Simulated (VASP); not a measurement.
ZnCd7S8: relaxation of cell and atoms with PBEsol

ZnCd7S8:

```
Zn Cd S
1.0
     0.00000    0.00000   -6.67018
     4.10884    7.11671    0.00000
     4.10884   -7.11671    0.00000
Zn Cd S
1 7 8
Direct
  0.00000 0.16667 0.33333
  0.00000 0.16667 0.83333
  0.00000 0.66667 0.33333
  0.00000 0.66667 0.83333
  0.50000 0.33333 0.66667
  0.50000 0.33333 0.16667
  0.50000 0.83333 0.66667
  0.50000 0.83333 0.16667
  0.62500 0.16667 0.33333
  0.62500 0.16667 0.83333
  0.62500 0.66667 0.33333
  0.62500 0.66667 0.83333
  0.12500 0.33333 0.66667
  0.12500 0.33333 0.16667
  0.12500 0.83333 0.66667
  0.12500 0.83333 0.16667
```

| Quantity | Value |
| --- | --- |
| Program | VASP 6.6.1 |
| Task | relaxation of cell and atoms |
| Functional | PBEsol |
| Potentials or basis | VASP PAW PBE potentials, release 64 (Zn, Cd, S) |
| Cutoff | 500 eV |
| k mesh | 4 × 3 × 3 |
| Occupations | gaussian, width 0.1 eV |
| Spin | no spin polarisation |
| Dipole correction | no |
| Further INCAR settings | ALGO = Normal; EDIFF = 1e-07; IBRION = 2; EDIFFG = -0.05; NSW = 100; ISIF = 3 |

The relaxed volume is 24.13 Å³/atom. The relaxed cell is a = 6.665 Å, b = 8.179 Å, c = 8.179 Å, α = 120.00°, β = 90.00°, γ = 90.00° and the space group after relaxing (to 0.1 Å) is P3m1 (No. 156). The energy gained by relaxing is 21.6 meV/atom. The ionic steps are 8. The pressure after relaxing is -0.1 GPa, the largest force after relaxing is 0.048 eV/Å and the band gap on the k mesh is 1.15 eV.

Forces on the atoms (eV/Å):
```
Zn   0.000  0.000 -0.020
Cd  -0.012 -0.007  0.036
Cd   0.012 -0.007  0.036
Cd   0.000  0.014  0.036
Cd   0.006 -0.003  0.001
Cd   0.000  0.007  0.001
Cd   0.000  0.000 -0.023
Cd  -0.006 -0.003  0.001
S    0.000  0.000 -0.048
S    0.024  0.014 -0.014
S   -0.024  0.014 -0.014
S    0.000 -0.027 -0.014
S   -0.013  0.007  0.006
S    0.000 -0.015  0.006
S    0.000  0.000  0.000
S    0.013  0.007  0.006
```

Stress tensor (GPa, compression positive):
```
-0.08  0.00  0.00
 0.00 -0.08  0.00
 0.00  0.00 -0.19
```

Step by step:
| step | energy change (eV) | largest force (eV/Å) | pressure (GPa) | volume (Å³) |
| --- | --- | --- | --- | --- |
| 1 | 0.0000 | 1.0377 | -0.28 | 390.09 |
| 2 | -0.1816 | 0.7514 | -0.10 | 387.72 |
| 3 | -0.2958 | 0.3499 | 0.37 | 383.90 |
| 4 | -0.3287 | 0.1795 | -0.22 | 387.06 |
| 5 | -0.3292 | 0.1958 | -0.16 | 386.70 |
| 6 | -0.3412 | 0.0876 | 0.03 | 385.34 |
| 7 | -0.3433 | 0.0706 | 0.17 | 384.46 |
| 8 | -0.3450 | 0.0476 | -0.12 | 386.15 |

Final structure:
```cif
data_structure
_symmetry_space_group_name_H-M 'P 1'
_symmetry_Int_Tables_number 1
_cell_length_a 6.6652
_cell_length_b 8.1790
_cell_length_c 8.1790
_cell_angle_alpha 120.000
_cell_angle_beta 90.000
_cell_angle_gamma 90.000
_cell_volume 386.15
loop_
_atom_site_label
_atom_site_type_symbol
_atom_site_fract_x
_atom_site_fract_y
_atom_site_fract_z
_atom_site_occupancy
Zn1 Zn 0.99955 0.16667 0.33333 1
Cd1 Cd 0.00276 0.16957 0.83479 1
Cd2 Cd 0.00276 0.66521 0.33043 1
Cd3 Cd 0.00276 0.66521 0.83479 1
Cd4 Cd 0.49860 0.33006 0.66012 1
Cd5 Cd 0.49860 0.33006 0.16994 1
Cd6 Cd 0.50137 0.83333 0.66667 1
Cd7 Cd 0.49860 0.83988 0.16994 1
S1 S 0.64852 0.16667 0.33333 1
S2 S 0.62258 0.16876 0.83438 1
S3 S 0.62258 0.66562 0.33124 1
S4 S 0.62258 0.66562 0.83438 1
S5 S 0.11831 0.32376 0.64752 1
S6 S 0.11831 0.32376 0.17624 1
S7 S 0.12383 0.83333 0.66667 1
S8 S 0.11831 0.85248 0.17624 1
```

Levels at points of the mesh, in eV from the valence-band top:
```tsv
k point	band 70	band 71	band 72	band 73	band 74	band 75
(0.00, 0.00, 0.00)	-0.07	0.00	0.00	1.15	2.68	3.51
(0.50, 0.00, 0.00)	-0.46	-0.35	-0.35	2.66	2.89	3.31
```

Wall time 28 min on 1 thread of Intel(R) Xeon(R) 6975P-C (Granite Rapids), with other jobs on the host, peak memory 0.58 GiB.

Caveat: the PAW data sets were made with another functional, which shifts forces and pressure a little; the relaxation stopped at a loose force limit of 0.05 eV/Å, so its end isn't a converged minimum.
